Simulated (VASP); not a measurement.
# Pb (C2/c) in VASP: single point with PBE

Aim: the single point of Pb with PBE.

All numbers are computed with VASP 6.6.1; they aren't measurements. Logs are shortened: lines on timing, memory, paths and dates and some standing lists are left out, and cuts for length are marked.

### 1 The cell of the first run

It takes space group C2/c (No. 15, monoclinic). The conventional cell has a = 7.205 Å, b = 4.297 Å, c = 9.537 Å, α = 90.00°, β = 102.17°, γ = 90.00°. Pb (site symmetry 1) has 1 Pb at 1.95 Å within 2.6 Å.

### 2 Single point, PBE

INCAR

```
SYSTEM = Pb
PREC = Accurate
ENCUT = 520
EDIFF = 1E-6
ISMEAR = 0
SIGMA = 0.1
LREAL = .FALSE.
LASPH = .TRUE.
NELM = 100
ALGO = Normal
ISIF = 2
LWAVE = .FALSE.
LCHARG = .FALSE.
GGA = PE
NBANDS = 36
```

KPOINTS

```
regular mesh
0
G
  6 6 2
  0 0 0
```

POSCAR

```
Pb
1.0
    3.6026666715     -2.1484993968      0.0000000000
    3.6026666715      2.1484993968      0.0000000000
   -2.0105762160      0.0000000000      9.3229022089
Pb
4
Direct
    0.9680000000      0.6020000000      0.0997000000
    0.3980000000      0.0320000000      0.4003000000
    0.0320000000      0.3980000000      0.9003000000
    0.6020000000      0.9680000000      0.5997000000
```

Potentials or basis: VASP PAW PBE potentials, release 64 (Pb_d).

Run with:

```bash
$ cat potpaw_PBE.64/Pb_d/POTCAR > POTCAR
$ mpirun -np 1 vasp_std > vasp.out
```

OUTCAR:

```text
SYSTEM = Pb
   PREC = Accurate
   ENCUT = 520
   EDIFF = 1E-6
   ISMEAR = 0
   LREAL = .FALSE.
   LASPH = .TRUE.
   NELM = 100
   ISIF = 2
   GGA = PE

 ion  position               nearest neighbor table
   1  0.968  0.602  0.100-   3 1.95   2 3.70   2 3.70   2 3.75
   2  0.398  0.032  0.400-   4 1.95   1 3.70   1 3.70   1 3.75
   3  0.032  0.398  0.900-   1 1.95   4 3.70   4 3.70   4 3.75
   4  0.602  0.968  0.600-   2 1.95   3 3.70   3 3.70   3 3.75

 -----------------------------------------------------------------------------
|                                                                             |
|           W    W    AA    RRRRR   N    N  II  N    N   GGGG   !!!           |
|           W    W   A  A   R    R  NN   N  II  NN   N  G    G  !!!           |
|           W    W  A    A  R    R  N N  N  II  N N  N  G       !!!           |
|           W WW W  AAAAAA  RRRRR   N  N N  II  N  N N  G  GGG   !            |
|           WW  WW  A    A  R   R   N   NN  II  N   NN  G    G                |
|           W    W  A    A  R    R  N    N  II  N    N   GGGG   !!!           |
|                                                                             |
|     The distance between some ions is very small. Please check the          |
|     nearest-neighbor list in the OUTCAR file.                               |
|     I HOPE YOU KNOW WHAT YOU ARE DOING!                                     |
|                                                                             |
 -----------------------------------------------------------------------------

  LATTYP: Found a base centered monoclinic cell.
 ALAT       =     7.2053333430
 B/A-ratio  =     0.5963636364
 C/A-ratio  =     1.3236360154
 COS(beta)  =    -0.2108132423

  Lattice vectors:

 A1 = (   3.6026666715,  -2.1484993968,   0.0000000000)
 A2 = (   3.6026666715,   2.1484993968,   0.0000000000)
 A3 = (  -2.0105762160,   0.0000000000,   9.3229022089)

Analysis of symmetry for initial positions (statically):
=====================================================================
 Subroutine PRICEL returns:
 Original cell was already a primitive cell.

 Routine SETGRP: Setting up the symmetry group for a
 base centered monoclinic supercell.

 Subroutine GETGRP returns: Found  4 space group operations
 (whereof  2 operations were pure point group operations)
 out of a pool of  4 trial point group operations.

The static configuration has the point symmetry S_2 .
 The point group associated with its full space group is C_2h.

Analysis of symmetry for dynamics (positions and initial velocities):
=====================================================================
 Subroutine PRICEL returns:
 Original cell was already a primitive cell.

 Routine SETGRP: Setting up the symmetry group for a
 base centered monoclinic supercell.

 Subroutine GETGRP returns: Found  4 space group operations
 (whereof  2 operations were pure point group operations)
 out of a pool of  4 trial point group operations.

The dynamic configuration has the point symmetry S_2 .
 The point group associated with its full space group is C_2h.

 Subroutine INISYM returns: Found  4 space group operations
 (whereof  2 operations are pure point group operations),
 and found     1 'primitive' translations

----------------------------------------------------------------------------------------

                                     Primitive cell

  volume of cell :     144.3246

  direct lattice vectors                    reciprocal lattice vectors
     3.602666672 -2.148499397  0.000000000     0.138786084 -0.232720568  0.029930594
     3.602666672  2.148499397  0.000000000     0.138786084  0.232720568  0.029930594
    -2.010576216  0.000000000  9.322902209     0.000000000  0.000000000  0.107262736

  length of vectors
     4.194670047  4.194670047  9.537238716     0.272610125  0.272610125  0.107262736

  position of ions in fractional coordinates (direct lattice)
     0.968000000  0.602000000  0.099700000
     0.398000000  0.032000000  0.400300000
     0.032000000  0.398000000  0.900300000
     0.602000000  0.968000000  0.599700000

  ion indices of the primitive-cell ions
   primitive index   ion index
                 1           1
                 2           2
                 3           3
                 4           4

----------------------------------------------------------------------------------------

 KPOINTS: regular mesh

Automatic generation of k-mesh.
 Grid dimensions read from file:
 generate k-points for:    6    6    2

 Generating k-lattice:

  Cartesian coordinates                     Fractional coordinates (reciprocal lattice)
     0.023131014 -0.038786761  0.004988432     0.166666667  0.000000000 -0.000000000
     0.023131014  0.038786761  0.004988432     0.000000000  0.166666667 -0.000000000
     0.000000000  0.000000000  0.053631368     0.000000000  0.000000000  0.500000000

  Length of vectors
     0.045435021  0.045435021  0.053631368

  Shift w.r.t. Gamma in fractional coordinates (k-lattice)
     0.000000000  0.000000000  0.000000000

 Subroutine IBZKPT returns following result:
 ===========================================

 Found     26 irreducible k-points:

 Following reciprocal coordinates:
            Coordinates               Weight
  0.000000  0.000000  0.000000      1.000000
  0.166667  0.000000  0.000000      4.000000
  0.333333 -0.000000  0.000000      4.000000
  0.500000  0.000000  0.000000      2.000000
  0.166667  0.166667  0.000000      2.000000
  0.333333  0.166667  0.000000      4.000000
[... 16 lines left out ...]
  0.333333  0.333333  0.500000      2.000000
  0.500000  0.333333  0.500000      4.000000
 [... further k-points ...]
   k-points           NKPTS =     26   k-points in BZ     NKDIM =     26   number of bands    NBANDS=     36
   number of dos      NEDOS =    301   number of ions     NIONS =      4
   total plane-waves  NPLWV =  73728
   dimension x,y,z NGX =    32 NGY =   32 NGZ =   72
   dimension x,y,z NGXF=    64 NGYF=   64 NGZF=  144
   ions per type =               4
   NGX,Y,Z   is equivalent  to a cutoff of  12.68, 12.68, 12.55 a.u.
   NGXF,Y,Z  is equivalent  to a cutoff of  25.36, 25.36, 25.10 a.u.
 SYSTEM =  Pb
   PREC   = accura    normal or accurate (medium, high low for compatibility)
   ISTART =      0    job   : 0-new  1-cont  2-samecut
   ICHARG =      2    charge: 1-file 2-atom 10-const
   ISPIN  =      1    spin polarized calculation?
   LNONCOLLINEAR =      F non collinear calculations
   LSORBIT =      F    spin-orbit coupling
   LASPH  =      T    aspherical Exc in radial PAW
   ENCUT  =  520.0 eV  38.22 Ry    6.18 a.u.   7.80  7.80 17.73*2*pi/ulx,y,z
   NELM   =    100;   NELMIN=  2; NELMDL= -5     # of ELM steps
   EDIFF  = 0.1E-05   stopping-criterion for ELM
   LREAL  =      F    real-space projection
   EDIFFG = 0.1E-04   stopping-criterion for IOM
   NSW    =      0    number of steps for IOM
   IBRION =     -1    ionic relax: 0-MD 1-quasi-New 2-CG
   NFREE  =      0    steps in history (QN), initial steepest desc. (CG)
   ISIF   =      2    stress and relaxation
   ISYM   =      2    0-nonsym 1-usesym 2-fastsym
   POTIM  = 0.5000    time-step for ionic-motion
   TEBEG  =    0.0;   TEEND  =   0.0 temperature during run
   PSTRESS=    0.0 pullay stress
   NELECT =      56.0000    total number of electrons
   NUPDOWN=      -1.0000    fix difference up-down
   EMIN   =  10.00;   EMAX   =-10.00  energy-range for DOS
   EFERMI =   0.00;   METHOD = LEGACY
   ISMEAR =     0;   SIGMA  =   0.10  broadening in eV -4-tet -1-fermi 0-gaus
   EFERMI_NEDOS =   21; number of points for ismear=-14 and -15
   IALGO  =     38    algorithm
   IMIX   =      4    mixing-type and parameters
     AMIX     =   0.40;   BMIX     =  1.00
     AMIX_MAG =   1.60;   BMIX_MAG =  1.00
  volume/ion in A,a.u.               =      36.08       243.49
  Fermi-wavevector in a.u.,A,eV,Ry     =   1.194054  2.256435 19.398715  1.425765
  Thomas-Fermi vector in A             =   2.330054
   LORBIT       =      0    0 simple, 1 ext, 2 COOP (PROOUT), +10 PAW based schemes
   GGA     = PE    functional components
   LHFCALC =     F    Hartree Fock is set to
   AEXX    =    0.0000 exact exchange contribution
   IVDW    =     0    specifies the selected vdW correction
   LEPSILON=     F    determine dielectric tensor
   LRPA    =     F    only Hartree local field effects (RPA)
 non-spin polarized calculation
 Gauss-broadening in eV      SIGMA  =   0.10
  energy-cutoff  :      520.00
  volume of cell :      144.32
 maximum number of plane-waves:      3900
   NGX = 15   NGY = 15   NGZ = 35

 number of electron      56.0000007 magnetization

 Free energy of the ion-electron system (eV)
  ---------------------------------------------------
  ext. energy  EPLUGINS =         0.00000000
  ---------------------------------------------------
  free energy    TOTEN  =         7.36930045 eV

  energy without entropy =        7.38446230  energy(sigma->0) =        7.37688137

 E-fermi :   5.2977     XC(G=0):  -9.0904

 val. band max:        5.2600734053   @ k =   0.1667   0.0000   0.0000
 cond. band min:       5.3121928091   @ k =   0.3333  -0.0000   0.0000
 fundamental gap:      0.0521194037
 Fermi energy:         5.2977156890

 k-point     1 :       0.0000    0.0000    0.0000
  band No.  band energies     occupation
      1     -17.0483      2.00000
      2     -17.0414      2.00000
      3     -14.9716      2.00000
      4     -14.9592      2.00000
      5     -14.9386      2.00000
      6     -14.9262      2.00000
[... 28 lines left out ...]
     35      11.5682      0.00000
     36      11.6928      0.00000

 k-point     2 :       0.1667    0.0000    0.0000
  band No.  band energies     occupation
      1     -17.0479      2.00000
      2     -17.0419      2.00000
      3     -14.9698      2.00000
      4     -14.9592      2.00000
      5     -14.9408      2.00000
      6     -14.9300      2.00000
[... 28 lines left out ...]
     35      11.3609      0.00000
     36      11.6465      0.00000
[... 817 lines left out ...]
     35      10.5925      0.00000
     36      11.2273      0.00000

 k-point    24 :       0.5000    0.3333    0.5000
  band No.  band energies     occupation
      1     -17.0460      2.00000
      2     -17.0432      2.00000
      3     -14.9666      2.00000
      4     -14.9658      2.00000
      5     -14.9538      2.00000
      6     -14.9434      2.00000
[... 28 lines left out ...]
     35      11.1329      0.00000
     36      11.2529      0.00000

 [... further k-points ...]
[... 5 lines left out ...]
  --------------------------------------------------------------------------------------
  -------------------------------------------------------------------------------------
  Total       -0.6906548     10.5102515    122.0004418      0.0000000      0.0000000      7.5824517
  in kB       -7.6671010    116.6764614   1354.3519687      0.0000000      0.0000000     84.1743542
  external PRESSURE =     487.7871097 kB  Pullay stress =       0.0000000 kB

 VOLUME and BASIS-vectors are now :
 -----------------------------------------------------------------------------
  energy-cutoff  :      520.00
  volume of cell :      144.32
      direct lattice vectors                 reciprocal lattice vectors
     3.602666672 -2.148499397  0.000000000     0.138786084 -0.232720568  0.029930594
     3.602666672  2.148499397  0.000000000     0.138786084  0.232720568  0.029930594
    -2.010576216  0.000000000  9.322902209     0.000000000  0.000000000  0.107262736

 POSITION                                       TOTAL-FORCE (eV/Angst)
 -----------------------------------------------------------------------------------
      5.45573     -0.78635      0.92949         1.894069     10.569111     34.254272
      0.74431     -0.78635      3.73196        -1.894069     10.569111    -34.254272
     -0.26098      0.78635      8.39341        -1.894069    -10.569111    -34.254272
      4.45044      0.78635      5.59094         1.894069    -10.569111     34.254272
 -----------------------------------------------------------------------------------
    total drift:                                0.000000      0.000000     -0.000000

  FREE ENERGIE OF THE ION-ELECTRON SYSTEM (eV)
  ---------------------------------------------------
  free  energy   TOTEN  =         7.3693004494 eV

  energy  without entropy=        7.3844622971  energy(sigma->0) =        7.37688137
```

It took 35 s on 1 thread of Intel Xeon 6975P-C (Granite Rapids), shared host; peak memory 0.3 GiB.

Results:

```
Free energy            : 7.3693 eV
Pressure               : 48.8 GPa
Largest force          : 35.898 eV/Å
Band gap on the k mesh : zero (band 28 reaches 6.47 eV, above the bottom of band 29 at 4.59 eV)
```

Forces on the atoms (eV/Å):
```
Pb    1.894  10.569  34.254
Pb   -1.894  10.569 -34.254
Pb   -1.894 -10.569 -34.254
Pb    1.894 -10.569  34.254
```

Stress tensor (GPa, compression positive):
```
 -0.77   0.00   8.42
  0.00  11.67   0.00
  8.42   0.00 135.44
```

Caveat: spin-orbit coupling is left out, which moves the levels of the heavy elements; forces of over 1 eV/Å act on the atoms, so gaps and moduli don't describe the material at rest.
